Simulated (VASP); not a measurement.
# MgO (Fm-3m) in VASP: notebook

The runs below take MgO through relaxation of cell and atoms, with LDA.

All numbers are computed with VASP 6.6.1; they aren't measurements. Logs are shortened: lines on timing, memory, paths and dates and some standing lists are left out, and cuts for length are marked.

**1. The cell of the first run**

The structure is cubic, space group Fm-3m (No. 225). The conventional cell has a = 4.159 Å, b = 4.159 Å, c = 4.159 Å, α = 90.00°, β = 90.00°, γ = 90.00°. Within 2.8 Å of Mg (site symmetry m-3m) lie 6 O at 2.08 Å. Within 2.8 Å of O (site symmetry m-3m) lie 6 Mg at 2.08 Å.

**2. Relaxation of cell and atoms, LDA, target pressure 2 GPa, at which the enthalpy is minimised**

INCAR

```
SYSTEM = MgO
  PREC = Accurate
  ENCUT = 600
  EDIFF = 1E-6
  ISMEAR = 0
  SIGMA = 0.01
  LREAL = .False.
  LASPH = .True.
  NELM = 100
  ALGO = Normal
  ISIF = 3
  LWAVE = .False.
  LCHARG = .False.
  IBRION = 2
  NSW = 100
  EDIFFG = -0.002
  PSTRESS = 20.0
```

KPOINTS

```
regular mesh
0
Gamma
  10 10 10
  0 0 0
```

POSCAR

```
MgO
1.0
    0.0000000000      2.0795917026      2.0795917026
    2.0795917026      0.0000000000      2.0795917026
    2.0795917026      2.0795917026      0.0000000000
Mg O
1 1
Direct
    0.0000000000      0.0000000000      0.0000000000
    0.5000000000      0.5000000000      0.5000000000
```

Potentials or basis: VASP PAW LDA potentials, release 64 (Mg, O).

Launch:

```bash
> cat potpaw_LDA.64/Mg/POTCAR potpaw_LDA.64/O/POTCAR > POTCAR
> mpirun -np 1 vasp_std > vasp.out
```

OUTCAR:

```text
SYSTEM = MgO
   PREC = Accurate
   ENCUT = 600
   EDIFF = 1E-6
   ISMEAR = 0
   LREAL = .False.
   LASPH = .True.
   NELM = 100
   ISIF = 3
   IBRION = 2
   NSW = 100
   EDIFFG = -0.002
   PSTRESS = 20.0

 ion  position               nearest neighbor table
   1  0.000  0.000  0.000-   2 2.08   2 2.08   2 2.08   2 2.08   2 2.08   2 2.08
   2  0.500  0.500  0.500-   1 2.08   1 2.08   1 2.08   1 2.08   1 2.08   1 2.08

  LATTYP: Found a face centered cubic cell.
 ALAT       =     4.1591834052

  Lattice vectors:

 A1 = (   0.0000000000,   2.0795917026,   2.0795917026)
 A2 = (   2.0795917026,   0.0000000000,   2.0795917026)
 A3 = (   2.0795917026,   2.0795917026,   0.0000000000)

Analysis of symmetry for initial positions (statically):
=====================================================================
 Subroutine PRICEL returns:
 Original cell was already a primitive cell.

 Routine SETGRP: Setting up the symmetry group for a
 face centered cubic supercell.

 Subroutine GETGRP returns: Found 48 space group operations
 (whereof 48 operations were pure point group operations)
 out of a pool of 48 trial point group operations.

The static configuration has the point symmetry O_h .

Analysis of symmetry for dynamics (positions and initial velocities):
=====================================================================
 Subroutine PRICEL returns:
 Original cell was already a primitive cell.

 Routine SETGRP: Setting up the symmetry group for a
 face centered cubic supercell.

 Subroutine GETGRP returns: Found 48 space group operations
 (whereof 48 operations were pure point group operations)
 out of a pool of 48 trial point group operations.

The dynamic configuration has the point symmetry O_h .

 Subroutine INISYM returns: Found 48 space group operations
 (whereof 48 operations are pure point group operations),
 and found     1 'primitive' translations

----------------------------------------------------------------------------------------

                                     Primitive cell

  volume of cell :      17.9872

  direct lattice vectors                    reciprocal lattice vectors
     0.000000000  2.079591703  2.079591703    -0.240431811  0.240431811  0.240431811
     2.079591703  0.000000000  2.079591703     0.240431811 -0.240431811  0.240431811
     2.079591703  2.079591703  0.000000000     0.240431811  0.240431811 -0.240431811

  length of vectors
     2.940986790  2.940986790  2.940986790     0.416440113  0.416440113  0.416440113

  position of ions in fractional coordinates (direct lattice)
     0.000000000  0.000000000  0.000000000
     0.500000000  0.500000000  0.500000000

  ion indices of the primitive-cell ions
   primitive index   ion index
                 1           1
                 2           2

----------------------------------------------------------------------------------------

 KPOINTS: regular mesh

Automatic generation of k-mesh.
 Grid dimensions read from file:
 generate k-points for:   10   10   10

 Generating k-lattice:

  Cartesian coordinates                     Fractional coordinates (reciprocal lattice)
    -0.024043181  0.024043181  0.024043181     0.100000000  0.000000000  0.000000000
     0.024043181 -0.024043181  0.024043181     0.000000000  0.100000000  0.000000000
     0.024043181  0.024043181 -0.024043181     0.000000000  0.000000000  0.100000000

  Length of vectors
     0.041644011  0.041644011  0.041644011

  Shift w.r.t. Gamma in fractional coordinates (k-lattice)
     0.000000000  0.000000000  0.000000000

 Subroutine IBZKPT returns following result:
 ===========================================

 Found     47 irreducible k-points:

 Following reciprocal coordinates:
            Coordinates               Weight
  0.000000  0.000000  0.000000      1.000000
  0.100000  0.000000  0.000000      8.000000
  0.200000  0.000000  0.000000      8.000000
  0.300000  0.000000  0.000000      8.000000
  0.400000  0.000000  0.000000      8.000000
  0.500000  0.000000  0.000000      4.000000
[... 16 lines left out ...]
  0.300000  0.300000  0.000000      6.000000
  0.400000  0.300000  0.000000     24.000000
 [... further k-points ...]
   k-points           NKPTS =     47   k-points in BZ     NKDIM =     47   number of bands    NBANDS=      8
   number of dos      NEDOS =    301   number of ions     NIONS =      2
   total plane-waves  NPLWV =  13824
   dimension x,y,z NGX =    24 NGY =   24 NGZ =   24
   dimension x,y,z NGXF=    48 NGYF=   48 NGZF=   48
   ions per type =               1   1
   NGX,Y,Z   is equivalent  to a cutoff of  13.57, 13.57, 13.57 a.u.
   NGXF,Y,Z  is equivalent  to a cutoff of  27.13, 27.13, 27.13 a.u.
 SYSTEM =  MgO
   PREC   = accura    normal or accurate (medium, high low for compatibility)
   ISTART =      0    job   : 0-new  1-cont  2-samecut
   ICHARG =      2    charge: 1-file 2-atom 10-const
   ISPIN  =      1    spin polarized calculation?
   LNONCOLLINEAR =      F non collinear calculations
   LSORBIT =      F    spin-orbit coupling
   LASPH  =      T    aspherical Exc in radial PAW
   ENCUT  =  600.0 eV  44.10 Ry    6.64 a.u.   5.87  5.87  5.87*2*pi/ulx,y,z
   NELM   =    100;   NELMIN=  2; NELMDL= -5     # of ELM steps
   EDIFF  = 0.1E-05   stopping-criterion for ELM
   LREAL  =      F    real-space projection
   EDIFFG = -.2E-02   stopping-criterion for IOM
   NSW    =    100    number of steps for IOM
   IBRION =      2    ionic relax: 0-MD 1-quasi-New 2-CG
   NFREE  =      1    steps in history (QN), initial steepest desc. (CG)
   ISIF   =      3    stress and relaxation
   ISYM   =      2    0-nonsym 1-usesym 2-fastsym
   POTIM  = 0.5000    time-step for ionic-motion
   TEBEG  =    0.0;   TEEND  =   0.0 temperature during run
   PSTRESS=   20.0 pullay stress
   NELECT =       8.0000    total number of electrons
   NUPDOWN=      -1.0000    fix difference up-down
   EMIN   =  10.00;   EMAX   =-10.00  energy-range for DOS
   EFERMI =   0.00;   METHOD = LEGACY
   ISMEAR =     0;   SIGMA  =   0.01  broadening in eV -4-tet -1-fermi 0-gaus
   EFERMI_NEDOS =   21; number of points for ismear=-14 and -15
   IALGO  =     38    algorithm
   IMIX   =      4    mixing-type and parameters
     AMIX     =   0.40;   BMIX     =  1.00
     AMIX_MAG =   1.60;   BMIX_MAG =  1.00
  volume/ion in A,a.u.               =       8.99        60.69
  Fermi-wavevector in a.u.,A,eV,Ry     =   1.249636  2.361469 21.246713  1.561589
  Thomas-Fermi vector in A             =   2.383667
   LORBIT       =      0    0 simple, 1 ext, 2 COOP (PROOUT), +10 PAW based schemes
   GGA     = CA    functional components
   LHFCALC =     F    Hartree Fock is set to
   AEXX    =    0.0000 exact exchange contribution
   IVDW    =     0    specifies the selected vdW correction
   LEPSILON=     F    determine dielectric tensor
   LRPA    =     F    only Hartree local field effects (RPA)
 conjugate gradient relaxation of ions
 non-spin polarized calculation
 Gauss-broadening in eV      SIGMA  =   0.01
  energy-cutoff  :      600.00
  volume of cell :       17.99
 maximum number of plane-waves:       620
   NGX = 11   NGY = 11   NGZ = 11

--------------------------------------- Ionic step        1  -------------------------------------------

 number of electron       8.0000000 magnetization

 Free energy of the ion-electron system (eV)
  ---------------------------------------------------
  ext. energy  EPLUGINS =         0.00000000
  ---------------------------------------------------
  free energy    TOTEN  =       -13.44824917 eV

  energy without entropy =      -13.44824917  energy(sigma->0) =      -13.44824917

------------------------ aborting loop because EDIFF is reached ----------------------------------------

  FORCE on cell =-STRESS in cart. coord.  units (eV):
  Direction    XX          YY          ZZ          XY          YZ          ZX
  --------------------------------------------------------------------------------------
  -------------------------------------------------------------------------------------
  Total       -0.2163309     -0.2163309     -0.2163309     -0.0000000     -0.0000000      0.0000000
  in kB      -19.2692523    -19.2692523    -19.2692523     -0.0000000     -0.0000000      0.0000000
  external PRESSURE =     -39.2692523 kB  Pullay stress =      20.0000000 kB
[... 61 lines left out ...]
  enthalpy is  TOTEN    =       -13.2276390290 eV   P V=        0.2174474068

--------------------------------------- Ionic step        3  -------------------------------------------

 number of electron       7.9999997 magnetization

 Free energy of the ion-electron system (eV)
  ---------------------------------------------------
  ext. energy  EPLUGINS =         0.00000000
  ---------------------------------------------------
  free energy    TOTEN  =       -13.44827275 eV

  energy without entropy =      -13.44827275  energy(sigma->0) =      -13.44827275

 E-fermi :   3.4157     XC(G=0): -11.8846

 val. band max:        3.3492672171   @ k =   0.0000   0.0000   0.0000
 cond. band min:       8.6159432499   @ k =   0.0000   0.0000   0.0000
 fundamental gap:      5.2666760328
 Fermi energy:         3.4157239740

 k-point     1 :       0.0000    0.0000    0.0000
  band No.  band energies     occupation
      1     -13.9780      2.00000
      2       3.3493      2.00000
      3       3.3493      2.00000
      4       3.3493      2.00000
      5       8.6159      0.00000
      6      19.2027      0.00000
      7      19.2027      0.00000
      8      19.2027      0.00000
[... 243 lines left out ...]
 k-point    24 :       0.4000    0.3000    0.0000
  band No.  band energies     occupation
      1     -12.5325      2.00000
      2      -0.4811      2.00000
      3       1.9293      2.00000
      4       2.1698      2.00000
      5      13.1881      0.00000
      6      13.6453      0.00000
      7      17.3184      0.00000
      8      22.0030      0.00000

 [... further k-points ...]
[... 5 lines left out ...]
  --------------------------------------------------------------------------------------
  -------------------------------------------------------------------------------------
  Total        0.2198198      0.2198198      0.2198198     -0.0000000      0.0000000      0.0000000
  in kB       20.0190815     20.0190815     20.0190815     -0.0000000      0.0000000      0.0000000
  external PRESSURE =       0.0190815 kB  Pullay stress =      20.0000000 kB
[... 17 lines left out ...]
  FREE ENERGIE OF THE ION-ELECTRON SYSTEM (eV)
  ---------------------------------------------------
  free  energy   TOTEN  =       -13.4482727485 eV

  energy  without entropy=      -13.4482727485  energy(sigma->0) =      -13.44827275

  enthalpy is  TOTEN    =       -13.2286624870 eV   P V=        0.2196102615

 reached required accuracy - stopping structural energy minimisation
```

It took 7.5 s on 1 thread of AMD EPYC 9R45 (Zen 5), shared host; peak memory 0.11 GiB.

What came out:

```
Free energy                                            : -13.4483 eV
Relaxed volume                                         : 8.80 Å³/atom
Relaxed cell                                           : a = 2.919 Å, b = 2.919 Å, c = 2.919 Å, α = 60.00°, β = 60.00°, γ = 60.00°
Space group after relaxing (to 0.05 Å)                 : Fm-3m (No. 225)
Energy change on relaxing (the enthalpy is what falls) : -0.0 meV/atom
Ionic steps                                            : 3
Pressure after relaxing                                : 2.0 GPa
Band gap on the k mesh                                 : 5.27 eV, direct
```

Final structure:
```cif
data_structure
_symmetry_space_group_name_H-M 'P 1'
_symmetry_Int_Tables_number 1
_cell_length_a 2.9193
_cell_length_b 2.9193
_cell_length_c 2.9193
_cell_angle_alpha 60.000
_cell_angle_beta 60.000
_cell_angle_gamma 60.000
_cell_volume 17.59
loop_
_atom_site_label
_atom_site_type_symbol
_atom_site_fract_x
_atom_site_fract_y
_atom_site_fract_z
_atom_site_occupancy
Mg1 Mg 0.00000 0.00000 0.00000 1
O1 O 0.50000 0.50000 0.50000 1
```

Levels at points of the mesh, in eV from the valence-band top:
| k point | band 2 | band 3 | band 4 | band 5 | band 6 | band 7 |
| --- | --- | --- | --- | --- | --- | --- |
| (0.00, 0.00, 0.00) | 0.00 | 0.00 | 0.00 | 5.27 | 15.85 | 15.85 |
| (0.50, 0.00, 0.00) | -4.97 | -0.74 | -0.74 | 8.12 | 13.08 | 16.62 |
| (0.50, 0.50, 0.00) | -4.41 | -1.46 | -1.46 | 8.94 | 10.37 | 13.54 |

Caveat: the cell is relaxed towards a set pressure, so the enthalpy falls and the energy may rise.

**3. Relaxation of cell and atoms, LDA, target pressure 4 GPa, at which the enthalpy is minimised**

INCAR

```
SYSTEM = MgO
PREC     = Accurate       ! precision mode
ENCUT    = 600            ! plane-wave cutoff, eV
EDIFF    = 1E-6           ! SCF threshold, eV
ISMEAR   = 0              ! smearing method
SIGMA    = 0.01           ! smearing width, eV
LREAL    = .False.        ! projectors in reciprocal space
LASPH    = .True.         ! aspherical terms in the spheres
NELM     = 80             ! most SCF steps
ALGO     = Normal         ! electronic algorithm
ISIF     = 3              ! what is computed and relaxed
LWAVE    = .False.        ! write WAVECAR
LCHARG   = .False.        ! write CHGCAR
GGA      = CA             ! functional
IBRION   = 2              ! ionic algorithm
NSW      = 100            ! ionic steps
EDIFFG   = -0.002         ! ionic threshold
PSTRESS  = 40.0
```

KPOINTS

```
Automatic mesh
0
Gamma
  10 10 10
  0 0 0
```

POSCAR is that of step 2.

Potentials or basis: VASP PAW LDA potentials, release 64 (Mg, O).

Launch:

```bash
> cat potpaw_LDA.64/Mg/POTCAR potpaw_LDA.64/O/POTCAR > POTCAR
> mpirun -np 1 vasp_std > vasp.out
```

Wall time 7.8 s (1 thread of AMD EPYC 9R45 (Zen 5), shared host); peak memory 0.11 GiB.

The run converged. Its results:

| Property | Result |
| --- | --- |
| Free energy | -13.4448 eV |
| Relaxed volume | 8.70 Å³/atom |
| Relaxed cell | a = 2.909 Å, b = 2.909 Å, c = 2.909 Å, α = 60.00°, β = 60.00°, γ = 60.00° |
| Space group after relaxing (to 0.05 Å) | Fm-3m (No. 225) |
| Energy change on relaxing (the enthalpy is what falls) | +1.7 meV/atom |
| Ionic steps | 3 |
| Pressure after relaxing | 4.0 GPa |
| Band gap on the k mesh | 5.38 eV, direct |

The path:
```
step  energy change (eV)  largest force (eV/Å)  pressure (GPa)  volume (Å³)
   1              0.0000                0.0000           -1.93        17.99
   2              0.0130                0.0000            7.22        17.13
   3              0.0034                0.0000            4.01        17.41
```

Final structure:
```yaml
crystal:
  lattice:
    - [0.00000, 2.05709, 2.05709]
    - [2.05709, 0.00000, 2.05709]
    - [2.05709, 2.05709, 0.00000]
  atoms:
    - { symbol: Mg, position: [0.00000, 0.00000, 0.00000] }
    - { symbol: O, position: [0.50000, 0.50000, 0.50000] }
```

Levels at points of the mesh, in eV from the valence-band top:
```
           k point  band 2  band 3  band 4  band 5  band 6  band 7
(0.00, 0.00, 0.00)    0.00    0.00    0.00    5.38   15.91   15.91
(0.50, 0.00, 0.00)   -5.02   -0.75   -0.75    8.19   13.20   16.73
(0.50, 0.50, 0.00)   -4.45   -1.47   -1.47    8.95   10.49   13.65
```

Caveat: the cell is relaxed towards a set pressure, so the enthalpy falls and the energy may rise.
